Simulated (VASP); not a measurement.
Set up this calculation in VASP 6.6.1, as the native input.

```
Task                   : relaxation of cell and atoms
Functional             : PBE
Potentials or basis    : VASP PAW PBE potentials, release 64 (Hf_pv, Sb, Pb_d)
Cutoff                 : 600 eV
k mesh                 : 6 × 6 × 6
Occupations            : gaussian, width 0.1 eV
Spin                   : no spin polarisation
Dipole correction      : no
Further INCAR settings : ALGO = Normal; EDIFF = 1e-07; IBRION = 2; EDIFFG = -0.01; NSW = 100; ISIF = 3
```

The structure of HfSb3Pb2 lies in POSCAR:

```
HfSb3Pb2
1.0
    5.8780077630      0.0000000000      0.0000000000
   -2.9390038815      5.0905040464      0.0000000000
    0.0000000000      0.0000000000      6.2536122080
Hf Sb Pb
1 3 2
Direct
    0.0000000000      0.0000000000      0.0000000000
    0.5000000000      0.0000000000      0.5000000000
    0.0000000000      0.5000000000      0.5000000000
    0.5000000000      0.5000000000      0.5000000000
    0.3333333333      0.6666666667      0.0000000000
    0.6666666667      0.3333333333      0.0000000000
```

The cell was built from a structure type or drawn by symmetry, and may not be a known phase.

One way to write it, as run:

INCAR

```
SYSTEM = HfSb3Pb2
PREC     = Accurate       ! precision mode
ENCUT    = 600            ! plane-wave cutoff, eV
EDIFF    = 1E-7           ! SCF threshold, eV
ISMEAR   = 0              ! smearing method
SIGMA    = 0.1            ! smearing width, eV
LREAL    = .FALSE.        ! projectors in reciprocal space
LASPH    = .TRUE.         ! aspherical terms in the spheres
NELM     = 80             ! most SCF steps
ALGO     = Normal         ! electronic algorithm
ISIF     = 3              ! what is computed and relaxed
LWAVE    = .FALSE.        ! write WAVECAR
LCHARG   = .FALSE.        ! write CHGCAR
GGA      = PE             ! functional
IBRION   = 2              ! ionic algorithm
NSW      = 100            ! ionic steps
EDIFFG   = -0.01          ! ionic threshold
```

KPOINTS

```
regular mesh
0
G
  6 6 6
  0 0 0
```

Potentials or basis: VASP PAW PBE potentials, release 64 (Hf_pv, Sb, Pb_d).

Run with:

```sh
$ cat potpaw_PBE.64/Hf_pv/POTCAR potpaw_PBE.64/Sb/POTCAR potpaw_PBE.64/Pb_d/POTCAR > POTCAR
$ mpirun -np 1 vasp_std > vasp.out
```

Results of the run:

```json
{"Relaxed volume": "30.94 Å³/atom", "Relaxed cell": "a = 6.078 Å, b = 6.078 Å, c = 5.803 Å, α = 90.00°, β = 90.00°, γ = 120.00°", "Space group after relaxing (to 0.1 Å)": "P6/mmm (No. 191)", "Energy gained by relaxing": "41.1 meV/atom", "Ionic steps": "6", "Pressure after relaxing": "0.0 GPa", "Band gap on the k mesh": "zero (an odd number of electrons rules out a gap without spin polarisation)"}
```

Caveat: spin-orbit coupling is left out, which moves the levels of the heavy elements.

Run time: 10 min on 1 thread of Intel(R) Xeon(R) 6975P-C (Granite Rapids) (shared host), peak memory 0.48 GiB.
